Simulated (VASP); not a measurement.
Set up this calculation in VASP 6.6.1, as the native input.

| Property | Result |
| --- | --- |
| Task | single point |
| Functional | PBE |
| Potentials or basis | VASP PAW PBE potentials, release 64 (In_d, B, As) |
| Cutoff | 520 eV |
| k mesh | 12 × 12 × 6 |
| Occupations | gaussian, width 0.1 eV |
| Spin | no spin polarisation |
| Dipole correction | no |
| Further INCAR settings | ALGO = Normal; EDIFF = 1e-06; NBANDS = 31 |

The structure of In2BAs3 lies in POSCAR:

```
In2BAs3
1.0
    5.4374692307      0.0000000000      0.0000000000
   -2.7187346153      4.7089864861      0.0000000000
    0.0000000000      0.0000000000      7.5885179097
In B As
2 1 3
Direct
    0.0000000000      0.0000000000      0.7934752773
    0.0000000000      0.0000000000      0.2065247227
    0.0000000000      0.0000000000      0.5000000000
    0.5000000000      0.0000000000      0.0000000000
    0.0000000000      0.5000000000      0.0000000000
    0.5000000000      0.5000000000      0.0000000000
```

The input as run:

INCAR

```
SYSTEM = In2BAs3
PREC     = Accurate       ! precision mode
ENCUT    = 520            ! plane-wave cutoff, eV
EDIFF    = 1E-6           ! SCF threshold, eV
ISMEAR   = 0              ! smearing method
SIGMA    = 0.1            ! smearing width, eV
LREAL    = .FALSE.        ! projectors in reciprocal space
LASPH    = .TRUE.         ! aspherical terms in the spheres
NELM     = 100            ! most SCF steps
ALGO     = Normal         ! electronic algorithm
ISIF     = 2              ! what is computed and relaxed
LWAVE    = .FALSE.        ! write WAVECAR
LCHARG   = .FALSE.        ! write CHGCAR
GGA      = PE             ! functional
NBANDS   = 31             ! bands
```

KPOINTS

```
regular mesh
0
G
  12 12 6
  0 0 0
```

Potentials or basis: VASP PAW PBE potentials, release 64 (In_d, B, As).

Command:

```console
$ cat potpaw_PBE.64/In_d/POTCAR potpaw_PBE.64/B/POTCAR potpaw_PBE.64/As/POTCAR > POTCAR
$ mpirun -np 1 vasp_std > vasp.out
```

Results of the run:

```json
{
 "Pressure": "0.0 GPa",
 "Largest force": "0.013 eV/Å",
 "Band gap on the k mesh": "zero (band 22 reaches 2.77 eV, above the bottom of band 23 at 1.80 eV)"
}
```

Caveat: spin-orbit coupling is left out, which moves the levels of the heavy elements.

Run time: 8.1 min on 1 thread of Intel(R) Xeon(R) 6975P-C (Granite Rapids), with other jobs on the host, peak memory 0.56 GiB.
